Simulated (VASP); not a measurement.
Write the native input for VASP 6.6.1 that does the following.

```yaml
Task: relaxation of cell and atoms
Functional: LDA
Potentials_or_basis: VASP PAW LDA potentials, release 64 (Si, I)
Cutoff: 500 eV
k_mesh: 5 × 5 × 5
Occupations: fermi-dirac, width 0.1 eV
Spin: no spin polarisation
Dipole_correction: no
Further_INCAR_settings: ALGO = Normal; EDIFF = 1e-07; IBRION = 2; EDIFFG = -0.01; NSW = 60; ISIF = 3
```

The structure of SiI lies in POSCAR:

```
SiI
1.0
    0.0000000000      3.0346160000      3.0346160000
    3.0346160000      0.0000000000      3.0346160000
    3.0346160000      3.0346160000      0.0000000000
Si I
1 1
Direct
    0.0000000000      0.0000000000      0.0000000000
    0.2500000000      0.2500000000      0.2500000000
```

One way to write it, as run:

INCAR

```
  ALGO = Normal
  EDIFF = 1E-7
  EDIFFG = -0.01
  ENCUT = 500
  GGA_COMPAT = False
  IBRION = 2
  ISIF = 3
  ISMEAR = -1
  LASPH = True
  LCHARG = False
  LREAL = False
  LWAVE = False
  NELM = 120
  NELMIN = 4
  NSW = 60
  PREC = Accurate
  SIGMA = 0.1
```

KPOINTS

```
k-points
0
Gamma
  5 5 5
```

Potentials or basis: VASP PAW LDA potentials, release 64 (Si, I).

Command:

```console
$ cat potpaw_LDA.64/Si/POTCAR potpaw_LDA.64/I/POTCAR > POTCAR
$ mpirun -np 1 vasp_std > vasp.out
```

It gave:

```json
{
  "Relaxed volume": "37.87 Å³/atom",
  "Relaxed cell": "a = 4.749 Å, b = 4.749 Å, c = 4.749 Å, α = 60.00°, β = 60.00°, γ = 60.00°",
  "Space group after relaxing (to 0.1 Å)": "F-43m (No. 216)",
  "Energy gained by relaxing": "337.8 meV/atom",
  "Ionic steps": "5",
  "Pressure after relaxing": "0.0 GPa",
  "Band gap on the k mesh": "zero (an odd number of electrons rules out a gap without spin polarisation)"
}
```

Caveat: the volume moved by over 15 % at a fixed basis, so the end points are rough; spin-orbit coupling is left out, which moves the levels of the heavy elements; an odd number of electrons without spin polarisation forces a metal; a magnetic or distorted state may lie lower.

Wall time 13 s on 1 thread of Intel(R) Xeon(R) Platinum 8488C (Sapphire Rapids), with other jobs on the host, peak memory 0.16 GiB.
